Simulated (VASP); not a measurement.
Crystal: CoW3.

```xyz
4
Lattice="0.0000 3.0721 3.0721 3.0721 0.0000 3.0721 3.0721 3.0721 0.0000" Properties=species:S:1:pos:R:3 pbc="T T T"
W     1.5360    1.5360    1.5360
W     4.6081    4.6081    4.6081
W     3.0721    3.0721    3.0721
Co    0.0000    0.0000    0.0000
```

Base run:

* Program: VASP 6.6.1
* Functional: PBEsol
* Potentials or basis: VASP PAW PBE potentials, release 64 (W_sv, Co)
* Cutoff: 520 eV
* k mesh: 12 × 12 × 12
* Occupations: gaussian, width 0.1 eV
* Spin: collinear spin, ferromagnetic start
* Starting moments: [0.0, 0.0, 0.0, 3.5] μB

Its results: pressure 0.7 GPa; site moments W +0.10, +0.03; Co +1.07 μB.

Problem. The run is repeated on the same cell with these changes: moments at the start from [0.0, 0.0, 0.0, 3.5] to [0.3, 0.3, 0.06, 1.61]; fixed moment from none to 2.25 μB. What comes out?

Solution. Pressure 1.9 GPa; site moments W +0.32, +0.07; Co +1.43 μB.

Caveats: the PAW data sets were made with another functional, which shifts forces and pressure a little; the total moment is fixed, so each spin has its own Fermi level (some runs).
